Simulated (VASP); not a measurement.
A run of VASP 6.6.1:

The input INCAR:

```
  PREC = Accurate
  ENCUT = 520
  EDIFF = 1E-6
  ISMEAR = 0
  SIGMA = 0.05
  LREAL = F
  LASPH = T
  NELM = 80
  ALGO = Normal
  ISIF = 2
  LWAVE = F
  LCHARG = T
  LELF = T
  LVHAR = T
  NBANDS = 15
```

Contents of KPOINTS:

```
Automatic mesh
0
Gamma
  6 6 6
```

POSCAR

```
RbBr
1.0
    0.0000000000      3.4275000000      3.4275000000
    3.2561250000      0.0000000000      3.4275000000
    3.2561250000      3.4275000000      0.0000000000
Rb Br
1 1
Direct
    0.0000000000      0.0000000000      0.0000000000
    0.5000000000      0.5000000000      0.5000000000
```

Potentials or basis: VASP PAW LDA potentials, release 64 (Rb_sv, Br).

Command:

```console
$ cat potpaw_LDA.64/Rb_sv/POTCAR potpaw_LDA.64/Br/POTCAR > POTCAR
$ mpirun -np 1 vasp_std > vasp.out
```

Hardware: 1 thread of AMD EPYC 7R13 (shared host).

Q: How long does it take, and how much memory?

A: It took 27 s on 1 thread of AMD EPYC 7R13, on a shared host, peak memory 0.16 GiB. Counts: scf iterations 11, k points 30.
